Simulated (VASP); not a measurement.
Write the native input for VASP 6.6.1 that does the following.

| Property | Result |
| --- | --- |
| Task | relaxation of cell and atoms |
| Functional | PBEsol |
| Potentials or basis | VASP PAW PBE potentials, release 64 (Al, N) |
| Cutoff | 600 eV |
| k mesh | 12 × 12 × 6 |
| Occupations | fermi-dirac, width 0.02 eV |
| Spin | no spin polarisation |
| Dipole correction | no |
| Further INCAR settings | ALGO = Normal; EDIFF = 1e-07; IBRION = 2; EDIFFG = -0.005; NSW = 80; ISIF = 3 |

The structure of AlN lies in POSCAR:

```
AlN
1.0
    3.1301934354      0.0000000000      0.0000000000
   -1.5650967177      2.7108270338      0.0000000000
    0.0000000000      0.0000000000      5.0179194802
Al N
2 2
Direct
    0.3333333333      0.6666666667     -0.0032711563
    0.6666666667      0.3333333333      0.4967288437
    0.3333333333      0.6666666667      0.3782711563
    0.6666666667      0.3333333333      0.8782711563
```

These files were run (other wordings do the same):

INCAR

```
PREC = Accurate
ENCUT = 600
EDIFF = 1E-7
ISMEAR = -1
SIGMA = 0.02
LREAL = F
LASPH = T
NELM = 80
ALGO = Normal
ISIF = 3
LWAVE = F
LCHARG = F
GGA = PS
IBRION = 2
NSW = 80
EDIFFG = -0.005
```

KPOINTS

```
regular mesh
0
Gamma
  12 12 6
```

Potentials or basis: VASP PAW PBE potentials, release 64 (Al, N).

Run with:

```bash
$ cat potpaw_PBE.64/Al/POTCAR potpaw_PBE.64/N/POTCAR > POTCAR
$ mpirun -np 1 vasp_std > vasp.out
```

It gave:

```json
{
  "Relaxed volume": "10.45 Å³/atom",
  "Relaxed cell": "a = 3.113 Å, b = 3.113 Å, c = 4.982 Å, α = 90.00°, β = 90.00°, γ = 120.00°",
  "Space group after relaxing (to 0.1 Å)": "P6_3mc (No. 186)",
  "Energy gained by relaxing": "2.2 meV/atom",
  "Ionic steps": "7",
  "Pressure after relaxing": "0.0 GPa",
  "Band gap on the k mesh": "4.12 eV"
}
```

Caveat: the PAW data sets were made with another functional, which shifts forces and pressure a little.

Run time: 92 s on 1 thread of Intel(R) Xeon(R) Platinum 8559C (Emerald Rapids), on a shared host, peak memory 0.2 GiB.
